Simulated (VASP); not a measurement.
# TaN (Fm-3m) in VASP: further runs

Aim: see how the results for TaN move with the level of theory and the settings. Levels: LDA, PBEsol, RPBE+D3(BJ). Tasks: single point, relaxation of cell and atoms.

Everything below comes from runs of VASP 6.6.1. Logs are shortened: lines on timing, memory, paths and dates and some standing lists are left out, and cuts for length are marked.

### Step 1. The cell of the first run

Symmetry: Fm-3m, No. 225, cubic system. Conventional cell: a = 4.423 Å, b = 4.423 Å, c = 4.423 Å, α = 90.00°, β = 90.00°, γ = 90.00°. Ta (site symmetry m-3m) has 6 N at 2.21 Å within 2.9 Å. N (site symmetry m-3m) has 6 Ta at 2.21 Å within 2.9 Å.

### Step 2. Single point, LDA

INCAR reads:

```
SYSTEM = TaN
  PREC = Accurate
  ENCUT = 520
  EDIFF = 1E-6
  ISMEAR = 0
  SIGMA = 0.05
  LREAL = .False.
  LASPH = .True.
  NELM = 100
  ALGO = Normal
  ISIF = 2
  LWAVE = .False.
  LCHARG = .True.
  GGA = CA
  LELF = .True.
  LVHAR = .True.
  NBANDS = 15
```

KPOINTS reads:

```
regular mesh
0
Gamma
  10 10 10
  0 0 0
```

POSCAR reads:

```
TaN
1.0
    0.0000000000      2.2113230000      2.2113230000
    2.2113230000      0.0000000000      2.2113230000
    2.2113230000      2.2113230000      0.0000000000
Ta N
1 1
Direct
    0.5000000000      0.5000000000      0.5000000000
    0.0000000000      0.0000000000      0.0000000000
```

Potentials or basis: VASP PAW LDA potentials, release 64 (Ta_pv, N).

Started as:

```sh
> cat potpaw_LDA.64/Ta_pv/POTCAR potpaw_LDA.64/N/POTCAR > POTCAR
> mpirun -np 1 vasp_std > vasp.out
```

OUTCAR:

```text
SYSTEM = TaN
   PREC = Accurate
   ENCUT = 520
   EDIFF = 1E-6
   ISMEAR = 0
   LREAL = .False.
   LASPH = .True.
   NELM = 100
   ISIF = 2
   GGA = CA

 ion  position               nearest neighbor table
   1  0.500  0.500  0.500-   2 2.21   2 2.21   2 2.21   2 2.21   2 2.21   2 2.21
   2  0.000  0.000  0.000-   1 2.21   1 2.21   1 2.21   1 2.21   1 2.21   1 2.21

  LATTYP: Found a face centered cubic cell.
 ALAT       =     4.4226460000

  Lattice vectors:

 A1 = (   0.0000000000,   2.2113230000,   2.2113230000)
 A2 = (   2.2113230000,   0.0000000000,   2.2113230000)
 A3 = (   2.2113230000,   2.2113230000,   0.0000000000)

Analysis of symmetry for initial positions (statically):
=====================================================================
 Subroutine PRICEL returns:
 Original cell was already a primitive cell.

 Routine SETGRP: Setting up the symmetry group for a
 face centered cubic supercell.

 Subroutine GETGRP returns: Found 48 space group operations
 (whereof 48 operations were pure point group operations)
 out of a pool of 48 trial point group operations.

The static configuration has the point symmetry O_h .

Analysis of symmetry for dynamics (positions and initial velocities):
=====================================================================
 Subroutine PRICEL returns:
 Original cell was already a primitive cell.

 Routine SETGRP: Setting up the symmetry group for a
 face centered cubic supercell.

 Subroutine GETGRP returns: Found 48 space group operations
 (whereof 48 operations were pure point group operations)
 out of a pool of 48 trial point group operations.

The dynamic configuration has the point symmetry O_h .

 Subroutine INISYM returns: Found 48 space group operations
 (whereof 48 operations are pure point group operations),
 and found     1 'primitive' translations

----------------------------------------------------------------------------------------

                                     Primitive cell

  volume of cell :      21.6265

  direct lattice vectors                    reciprocal lattice vectors
     0.000000000  2.211323000  2.211323000    -0.226108985  0.226108985  0.226108985
     2.211323000  0.000000000  2.211323000     0.226108985 -0.226108985  0.226108985
     2.211323000  2.211323000  0.000000000     0.226108985  0.226108985 -0.226108985

  length of vectors
     3.127282977  3.127282977  3.127282977     0.391632251  0.391632251  0.391632251

  position of ions in fractional coordinates (direct lattice)
     0.500000000  0.500000000  0.500000000
     0.000000000  0.000000000  0.000000000

  ion indices of the primitive-cell ions
   primitive index   ion index
                 1           1
                 2           2

----------------------------------------------------------------------------------------

 KPOINTS: regular mesh

Automatic generation of k-mesh.
 Grid dimensions read from file:
 generate k-points for:   10   10   10

 Generating k-lattice:

  Cartesian coordinates                     Fractional coordinates (reciprocal lattice)
    -0.022610899  0.022610899  0.022610899     0.100000000  0.000000000  0.000000000
     0.022610899 -0.022610899  0.022610899     0.000000000  0.100000000  0.000000000
     0.022610899  0.022610899 -0.022610899     0.000000000  0.000000000  0.100000000

  Length of vectors
     0.039163225  0.039163225  0.039163225

  Shift w.r.t. Gamma in fractional coordinates (k-lattice)
     0.000000000  0.000000000  0.000000000

 Subroutine IBZKPT returns following result:
 ===========================================

 Found     47 irreducible k-points:

 Following reciprocal coordinates:
            Coordinates               Weight
  0.000000  0.000000  0.000000      1.000000
  0.100000  0.000000  0.000000      8.000000
  0.200000  0.000000  0.000000      8.000000
  0.300000  0.000000  0.000000      8.000000
  0.400000  0.000000  0.000000      8.000000
  0.500000  0.000000  0.000000      4.000000
[... 16 lines left out ...]
  0.300000  0.300000  0.000000      6.000000
  0.400000  0.300000  0.000000     24.000000
 [... further k-points ...]
   k-points           NKPTS =     47   k-points in BZ     NKDIM =     47   number of bands    NBANDS=     15
   number of dos      NEDOS =    301   number of ions     NIONS =      2
   total plane-waves  NPLWV =  13824
   dimension x,y,z NGX =    24 NGY =   24 NGZ =   24
   dimension x,y,z NGXF=    48 NGYF=   48 NGZF=   48
   ions per type =               1   1
   NGX,Y,Z   is equivalent  to a cutoff of  12.76, 12.76, 12.76 a.u.
   NGXF,Y,Z  is equivalent  to a cutoff of  25.52, 25.52, 25.52 a.u.
 SYSTEM =  TaN
   PREC   = accura    normal or accurate (medium, high low for compatibility)
   ISTART =      0    job   : 0-new  1-cont  2-samecut
   ICHARG =      2    charge: 1-file 2-atom 10-const
   ISPIN  =      1    spin polarized calculation?
   LNONCOLLINEAR =      F non collinear calculations
   LSORBIT =      F    spin-orbit coupling
   LASPH  =      T    aspherical Exc in radial PAW
   ENCUT  =  520.0 eV  38.22 Ry    6.18 a.u.   5.81  5.81  5.81*2*pi/ulx,y,z
   NELM   =    100;   NELMIN=  2; NELMDL= -5     # of ELM steps
   EDIFF  = 0.1E-05   stopping-criterion for ELM
   LREAL  =      F    real-space projection
   EDIFFG = 0.1E-04   stopping-criterion for IOM
   NSW    =      0    number of steps for IOM
   IBRION =     -1    ionic relax: 0-MD 1-quasi-New 2-CG
   NFREE  =      0    steps in history (QN), initial steepest desc. (CG)
   ISIF   =      2    stress and relaxation
   ISYM   =      2    0-nonsym 1-usesym 2-fastsym
   POTIM  = 0.5000    time-step for ionic-motion
   TEBEG  =    0.0;   TEEND  =   0.0 temperature during run
   PSTRESS=    0.0 pullay stress
   NELECT =      16.0000    total number of electrons
   NUPDOWN=      -1.0000    fix difference up-down
   EMIN   =  10.00;   EMAX   =-10.00  energy-range for DOS
   EFERMI =   0.00;   METHOD = LEGACY
   ISMEAR =     0;   SIGMA  =   0.05  broadening in eV -4-tet -1-fermi 0-gaus
   EFERMI_NEDOS =   21; number of points for ismear=-14 and -15
   IALGO  =     38    algorithm
   IMIX   =      4    mixing-type and parameters
     AMIX     =   0.40;   BMIX     =  1.00
     AMIX_MAG =   1.60;   BMIX_MAG =  1.00
  volume/ion in A,a.u.               =      10.81        72.97
  Fermi-wavevector in a.u.,A,eV,Ry     =   1.480651  2.798024 29.828417  2.192327
  Thomas-Fermi vector in A             =   2.594659
   LORBIT       =      0    0 simple, 1 ext, 2 COOP (PROOUT), +10 PAW based schemes
   GGA     = CA    functional components
   LHFCALC =     F    Hartree Fock is set to
   AEXX    =    0.0000 exact exchange contribution
   IVDW    =     0    specifies the selected vdW correction
   LEPSILON=     F    determine dielectric tensor
   LRPA    =     F    only Hartree local field effects (RPA)
 non-spin polarized calculation
 Gauss-broadening in eV      SIGMA  =   0.05
  energy-cutoff  :      520.00
  volume of cell :       21.63
 maximum number of plane-waves:       592
   NGX = 11   NGY = 11   NGZ = 11

 number of electron      16.0000004 magnetization

 Free energy of the ion-electron system (eV)
  ---------------------------------------------------
  ext. energy  EPLUGINS =         0.00000000
  ---------------------------------------------------
  free energy    TOTEN  =       -24.11327304 eV

  energy without entropy =      -24.11210959  energy(sigma->0) =      -24.11269131

 E-fermi :   9.2394     XC(G=0): -13.5706

 val. band max:        9.1854563136   @ k =   0.0000   0.0000   0.0000
 cond. band min:       9.2634133820   @ k =  -0.3000   0.3000   0.1000
 fundamental gap:      0.0779570684
 Fermi energy:         9.2393863897

 k-point     1 :       0.0000    0.0000    0.0000
  band No.  band energies     occupation
      1     -26.4066      2.00000
      2     -26.4066      2.00000
      3     -26.4066      2.00000
      4      -9.2549      2.00000
      5       5.4966      2.00000
      6       5.4966      2.00000
      7       5.4966      2.00000
      8       7.1085      2.00000
      9       7.1085      2.00000
     10       7.1085      2.00000
     11       9.1855      1.87284
     12       9.1855      1.87283
     13      10.7878      0.00000
     14      18.6816      0.00000
     15      20.5385      0.00000

 k-point     2 :       0.1000    0.0000    0.0000
  band No.  band energies     occupation
      1     -26.4902      2.00000
      2     -26.4144      2.00000
      3     -26.4144      2.00000
      4      -9.0181      2.00000
      5       4.3994      2.00000
      6       4.7442      2.00000
      7       4.7442      2.00000
      8       7.4615      2.00000
      9       7.4615      2.00000
     10       7.5493      2.00000
     11      10.1047      0.00000
     12      10.1047      0.00000
     13      11.4691      0.00000
     14      19.3944      0.00000
     15      20.5382      0.00000

 k-point     3 :       0.2000    0.0000    0.0000
  band No.  band energies     occupation
      1     -26.7027      2.00000
      2     -26.4345      2.00000
      3     -26.4345      2.00000
      4      -8.3704      2.00000
      5       2.5925      2.00000
      6       3.5592      2.00000
      7       3.5592      2.00000
      8       8.1017      2.00000
      9       8.2574      2.00000
     10       8.2574      2.00000
     11      11.9735      0.00000
     12      11.9735      0.00000
     13      12.8891      0.00000
     14      20.5363      0.00000
     15      21.0263      0.00000

 k-point     4 :       0.3000    0.0000    0.0000
  band No.  band energies     occupation
      1     -26.9539      2.00000
      2     -26.4593      2.00000
      3     -26.4593      2.00000
      4      -7.4836      2.00000
      5       0.8731      2.00000
      6       2.5869      2.00000
      7       2.5869      2.00000
      8       8.9147      2.00000
      9       9.3708      0.00020
     10       9.3708      0.00020
     11      13.9958      0.00000
     12      13.9959      0.00000
     13      14.0533      0.00000
     14      20.5264      0.00000
     15      21.3786      0.00000
[... 307 lines left out ...]
 k-point    22 :      -0.2000    0.2000    0.0000
  band No.  band energies     occupation
      1     -26.9085      2.00000
      2     -26.6160      2.00000
      3     -26.4506      2.00000
      4      -7.4061      2.00000
      5       0.7696      2.00000
      6       2.3216      2.00000
      7       3.0791      2.00000
      8       8.7574      2.00000
      9       9.1517      1.98682
     10      10.8077      0.00000
     11      11.3480      0.00000
     12      15.1454      0.00000
     13      15.5218      0.00000
     14      20.5262      0.00000
     15      21.6921      0.00000

 k-point    23 :       0.3000    0.3000    0.0000
  band No.  band energies     occupation
      1     -26.8911      2.00000
      2     -26.5861      2.00000
      3     -26.5861      2.00000
      4      -7.8334      2.00000
      5       1.1871      2.00000
      6       4.4284      2.00000
      7       4.4284      2.00000
      8       4.7210      2.00000
      9      10.4029      0.00000
     10      11.5404      0.00000
     11      11.5404      0.00000
     12      12.1043      0.00000
     13      17.3370      0.00000
     14      20.5273      0.00000
     15      21.9687      0.00000

 k-point    24 :       0.4000    0.3000    0.0000
  band No.  band energies     occupation
      1     -26.9886      2.00000
      2     -26.6394      2.00000
      3     -26.6148      2.00000
      4      -7.6928      2.00000
      5       1.4060      2.00000
      6       3.4383      2.00000
      7       4.1162      2.00000
      8       5.4184      2.00000
      9      11.2568      0.00000
     10      12.0286      0.00000
     11      12.1052      0.00000
     12      13.0353      0.00000
     13      17.4066      0.00000
     14      19.6965      0.00000
     15      20.5604      0.00000

 [... further k-points ...]

------------------------ aborting loop because EDIFF is reached ----------------------------------------

  FORCE on cell =-STRESS in cart. coord.  units (eV):
  Direction    XX          YY          ZZ          XY          YZ          ZX
  --------------------------------------------------------------------------------------
  -------------------------------------------------------------------------------------
  Total       -2.0963992     -2.0963992     -2.0963992      0.0000000      0.0000000      0.0000000
  in kB     -155.3094988   -155.3094988   -155.3094988      0.0000000      0.0000000      0.0000000
  external PRESSURE =    -155.3094988 kB  Pullay stress =       0.0000000 kB

 VOLUME and BASIS-vectors are now :
 -----------------------------------------------------------------------------
  energy-cutoff  :      520.00
  volume of cell :       21.63
      direct lattice vectors                 reciprocal lattice vectors
     0.000000000  2.211323000  2.211323000    -0.226108985  0.226108985  0.226108985
     2.211323000  0.000000000  2.211323000     0.226108985 -0.226108985  0.226108985
     2.211323000  2.211323000  0.000000000     0.226108985  0.226108985 -0.226108985

 POSITION                                       TOTAL-FORCE (eV/Angst)
 -----------------------------------------------------------------------------------
      2.21132      2.21132      2.21132         0.000000      0.000000      0.000000
      0.00000      0.00000      0.00000         0.000000      0.000000      0.000000
 -----------------------------------------------------------------------------------
    total drift:                                0.000000     -0.000000     -0.000000

  FREE ENERGIE OF THE ION-ELECTRON SYSTEM (eV)
  ---------------------------------------------------
  free  energy   TOTEN  =       -24.1132730414 eV

  energy  without entropy=      -24.1121095886  energy(sigma->0) =      -24.11269131
```

Wall time 5 s (1 thread of Intel Xeon 6975P-C (Granite Rapids), shared host); peak memory 0.13 GiB.

What came out:

- Free energy: -24.1133 eV
- Pressure: -15.5 GPa
- Band gap on the k mesh: zero (band 8 reaches 11.02 eV, above the bottom of band 9 at 7.11 eV)

Caveat: spin-orbit coupling is left out, which moves the levels of the heavy elements.

### Step 3. Single point, PBEsol

This run uses another cell than the first one, of 10.47 Å³/atom, 0.968 times its volume.

INCAR reads:

```
PREC = Accurate
ENCUT = 520
EDIFF = 1E-6
ISMEAR = -1
SIGMA = 0.05
LREAL = F
LASPH = T
NELM = 60
ALGO = Normal
ISIF = 2
LWAVE = F
LCHARG = F
GGA = PS
NBANDS = 15
```

KPOINTS reads:

```
regular mesh
0
Gamma
  10 10 10
```

POSCAR reads:

```
TaN
1.0
    0.0000000000      2.1876432805      2.1876432805
    2.1876432805      0.0000000000      2.1876432805
    2.1876432805      2.1876432805      0.0000000000
Ta N
1 1
Direct
    0.5000000000      0.5000000000      0.5000000000
    0.0000000000      0.0000000000      0.0000000000
```

Potentials or basis: VASP PAW PBE potentials, release 64 (Ta_pv, N).

Started as:

```sh
> cat potpaw_PBE.64/Ta_pv/POTCAR potpaw_PBE.64/N/POTCAR > POTCAR
> mpirun -np 1 vasp_std > vasp.out
```

Wall time 5.6 s (1 thread of Intel Xeon 6975P-C (Granite Rapids), shared host); peak memory 0.15 GiB.

It converged, with:

* Free energy: -23.2272 eV
* Pressure: 1.0 GPa
* Band gap on the k mesh: zero (band 8 reaches 11.50 eV, above the bottom of band 9 at 7.37 eV)

Levels at points of the mesh, in eV from the Fermi level:
| k point | band 6 | band 7 | band 8 | band 9 | band 10 | band 11 |
| --- | --- | --- | --- | --- | --- | --- |
| (0.00, 0.00, 0.00) | -3.85 | -3.85 | -2.20 | -2.20 | -2.20 | 0.00 |
| (0.50, 0.00, 0.00) | -7.72 | -7.72 | 1.92 | 1.92 | 2.03 | 3.83 |
| (0.50, 0.50, 0.00) | -5.63 | -4.67 | -4.67 | 2.11 | 3.62 | 3.62 |

Caveat: the PAW data sets were made with another functional, which shifts forces and pressure a little; spin-orbit coupling is left out, which moves the levels of the heavy elements.

### Step 4. Relaxation of cell and atoms, RPBE+D3(BJ)

INCAR reads:

```
SYSTEM = TaN
ALGO = Normal
EDIFF = 1E-6
EDIFFG = -0.005
ENCUT = 600
GGA = RP
IBRION = 2
ISIF = 3
ISMEAR = -1
IVDW = 12
LASPH = .True.
LCHARG = .False.
LREAL = .False.
LWAVE = .False.
NELM = 80
NSW = 80
PREC = Accurate
SIGMA = 0.05
```

KPOINTS reads:

```
k-points
0
Gamma
  10 10 10
  0 0 0
```

POSCAR reads:

```
TaN
1.0
    0.0000000000      2.2113230000      2.2113230000
    2.2113230000      0.0000000000      2.2113230000
    2.2113230000      2.2113230000      0.0000000000
Ta N
1 1
Direct
    0.5000000000      0.5000000000      0.5000000000
    0.0000000000      0.0000000000      0.0000000000
```

Started as:

```sh
> cat potpaw_PBE.64/Ta_pv/POTCAR potpaw_PBE.64/N/POTCAR > POTCAR
> mpirun -np 1 vasp_std > vasp.out
```

It took 31 s on 1 thread of Intel Xeon 6975P-C (Granite Rapids), shared host; peak memory 0.19 GiB.

The run converged. Its results:

- Free energy: -26.7481 eV
- Relaxed volume: 9.67 Å³/atom
- Relaxed cell: a = 3.013 Å, b = 3.013 Å, c = 3.013 Å, α = 60.00°, β = 60.00°, γ = 60.00°
- Space group after relaxing (to 0.05 Å): Fm-3m (No. 225)
- Energy gained by relaxing: 155.0 meV/atom
- Ionic steps: 5
- Pressure after relaxing: 0.0 GPa
- Band gap on the k mesh: zero (band 8 reaches 12.97 eV, above the bottom of band 9 at 8.37 eV)
- Dispersion energy per atom: -3.157 eV

Step by step:
| step | energy change (eV) | largest force (eV/Å) | pressure (GPa) | volume (Å³) |
| --- | --- | --- | --- | --- |
| 1 | 0.0000 | 0.0000 | -39.46 | 21.63 |
| 2 | 2.7661 | 0.0000 | 254.35 | 14.32 |
| 3 | -0.3054 | 0.0000 | -5.72 | 19.60 |
| 4 | -0.3096 | 0.0000 | -1.85 | 19.43 |
| 5 | -0.3101 | 0.0000 | 0.01 | 19.35 |

Final structure:
```
CELL_PARAMETERS angstrom
0.00000 2.13067 2.13067
2.13067 0.00000 2.13067
2.13067 2.13067 0.00000
ATOMIC_POSITIONS crystal
Ta 0.50000 0.50000 0.50000
N 0.00000 0.00000 0.00000
```

Levels at points of the mesh, in eV from the Fermi level:
```csv
k point,band 6,band 7,band 8,band 9,band 10,band 11
"(0.00, 0.00, 0.00)",-4.13,-4.13,-2.41,-2.41,-2.41,0.06
"(0.50, 0.00, 0.00)",-8.32,-8.32,2.19,2.19,2.29,4.09
"(0.50, 0.50, 0.00)",-6.18,-4.88,-4.88,2.42,4.08,4.08
```

Caveat: the PAW data sets were made with another functional, which shifts forces and pressure a little; spin-orbit coupling is left out, which moves the levels of the heavy elements; pairwise dispersion overbinds metals, which lowers pressure and volume.

### Step 5. The runs side by side

| task | level | potentials or basis | cell | cutoff (eV) | smearing | gap on the mesh (eV) | pressure (GPa) |
| --- | --- | --- | --- | --- | --- | --- | --- |
| single point | LDA | VASP PAW LDA potentials, release 64 (Ta_pv, N) | a = 3.127 Å, angles 60.0°, 2 atoms | 520 | gaussian 0.05 eV | none | -15.5 |
| single point | PBEsol | VASP PAW PBE potentials, release 64 (Ta_pv, N) | a = 3.094 Å, angles 60.0°, 2 atoms | 520 | fermi-dirac 0.05 eV | none | 1.0 |
| relaxation of cell and atoms | RPBE+D3(BJ) | VASP PAW PBE potentials, release 64 (Ta_pv, N) | relaxed from a = 3.127 Å, angles 60.0°, 2 atoms | 600 | fermi-dirac 0.05 eV | none | 0.0 |

Alike in all rows: no spin polarisation; k mesh 10 × 10 × 10.

Caveats: spin-orbit coupling is left out, which moves the levels of the heavy elements; the PAW data sets were made with another functional, which shifts forces and pressure a little (some runs); pairwise dispersion overbinds metals, which lowers pressure and volume (some runs).

Absolute energies hang on the potentials; compare differences alone.
